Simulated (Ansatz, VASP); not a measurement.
Two plane-wave programs on CdO

The input INCAR:

```
ALGO = Normal
EDIFF = 1E-8
ENCUT = 520
GGA = PE
GGA_COMPAT = False
ISIF = 2
ISMEAR = -1
LASPH = True
LCHARG = False
LEFG = True
LREAL = False
LWAVE = False
NBANDS = 16
NELM = 120
PREC = Accurate
SIGMA = 0.02
```

The input KPOINTS:

```
k-points
0
Gamma
  11 11 11
```

POSCAR

```
CdO
1.0
    0.0000000000      2.3481500000      2.3481500000
    2.3481500000      0.0000000000      2.3481500000
    2.3481500000      2.3481500000      0.0000000000
Cd O
1 1
Direct
    0.0000000000      0.0000000000      0.0000000000
    0.5000000000      0.5000000000      0.5000000000
```

Input for Ansatz:

```yaml
crystal:
  lattice:
    - [0.0, 2.34815, 2.34815]
    - [2.34815, 0.0, 2.34815]
    - [2.34815, 2.34815, 0.0]
  atoms:
    - { symbol: Cd, position: [0.0, 0.0, 0.0] }
    - { symbol: O, position: [0.5, 0.5, 0.5] }
kpoints:
  mp_grid: { grid: [11, 11, 11] }
  band_path:
    path:
      - [0.0, 0.0, 0.0]
      - [0.5, 0.0, 0.5]
      - [0.625, 0.25, 0.625]
      - [0.375, 0.375, 0.75]
      - [0.0, 0.0, 0.0]
      - [0.5, 0.5, 0.5]
      - [0.5, 0.25, 0.75]
      - [0.5, 0.0, 0.5]
    npoints: 8
scf:
  occupations: { method: fermi_dirac, width: 0.02 }
hamiltonian:
  xc: pbe
  pseudopotentials: { kind: paw }
output:
  forces: true
  stress: true
  eigenvalues: true
  efg: { contact_densities: true }
  populations: true
  bader: true
  dos: { projected: true, de: 0.2, e_range: [-14, 8] }
```

Alike in both runs: task electric field gradients; functional PBE; k mesh 11 × 11 × 11; occupations fermi-dirac, width 0.02 eV; no spin polarisation.

```csv
,VASP,Ansatz
version,VASP 6.6.1,Ansatz 0.2.0
potentials or method,"VASP PAW PBE potentials, release 64 (Cd, O)","PAW with Ansatz's default frozen-core files, scalar-relativistic"
plane-wave cutoff (eV),520,420
valence electrons in the cell,18,26
```

|  | VASP | Ansatz | Ansatz less VASP |
| --- | --- | --- | --- |
| pressure (GPa) | 7.9 | 6.3 | -1.52 |

With one functional, cell and mesh, what is left measures potentials, basis and numerics. VASP's potentials hold 18 valence electrons a cell and Ansatz's 26, so a difference there can come from the potentials and not from the codes.
